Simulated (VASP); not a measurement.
The system is GdN.

```xyz
2
Lattice="0.0000 2.7293 2.7293 2.7293 0.0000 2.7293 2.7293 2.7293 0.0000" Properties=species:S:1:pos:R:3 pbc="T T T"
Gd    0.0000    0.0000    0.0000
N     1.3647    1.3647    1.3647
```

Base run:

```yaml
Program: VASP 6.6.1
Functional: LDA
Potentials_or_basis: VASP PAW PBE potentials, release 64 (Gd, N)
Cutoff: 600 eV
k_mesh: 6 × 6 × 6
Occupations: gaussian, width 0.05 eV
Spin: collinear spin, ferromagnetic start
Starting_moments: "[7.0, 0.0] μB"
Hubbard_terms: Gd f U = 8.0 eV
```

Its results: pressure -10.5 GPa.

Question: The run is repeated on the same cell with these changes: spin from collinear spin, ferromagnetic start to no spin polarisation; further incar settings from ALGO = Normal; EDIFF = 1e-06; NBANDS = 22 to ALGO = Normal; EDIFF = 1e-06; NBANDS = 18. What comes out?

Answer: Pressure -8.6 GPa.

Caveats: the PAW data sets were made with another functional, which shifts forces and pressure a little; a cell with one magnetic atom can't hold antiferromagnetic order, which such compounds often take (some runs); U without spin polarisation on a metal has little footing (some runs).
